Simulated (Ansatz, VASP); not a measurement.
**Two plane-wave programs on MgPb2Se3**

```
Mg Pb Se
1.0
     4.23424    0.00000    0.00000
    -2.11712    3.66696    0.00000
     0.00000    0.00000   12.86273
Mg Pb Se
1 2 3
Direct
  0.33333 0.66667 0.66886
  0.00000 0.00000 0.99073
  0.66667 0.33333 0.35821
  0.00000 0.00000 0.24170
  0.66667 0.33333 0.61408
  0.33333 0.66667 0.87643
```

Alike in both runs: task single point; functional r2SCAN; dispersion rVV10; k mesh 12 × 12 × 2; occupations fermi-dirac, width 0.03 eV; no spin polarisation.

|  | VASP | Ansatz |
| --- | --- | --- |
| version | VASP 6.6.1 | Ansatz 0.2.0 |
| potentials or method | VASP PAW PBE potentials, release 64 (Mg, Pb_d, Se) | plane waves, PAW |
| plane-wave cutoff (eV) | 520 | 500 |
| valence electrons in the cell | 48 | 86 |

Ansatz gave:

- pressure (GPa): 0.0
- rms of the force components (eV/Å): 0.003

Estimate VASP's values.

pressure (GPa): 0.1; rms of the force components (eV/Å): 0.017.

VASP's potentials were made for PBE, not for r2SCAN. Atom by atom the forces differ by 0.015 eV/Å (rms over components). VASP's potentials hold 48 valence electrons a cell and Ansatz's 86, so a difference there can come from the potentials and not from the codes.

Spin-orbit coupling is off throughout.
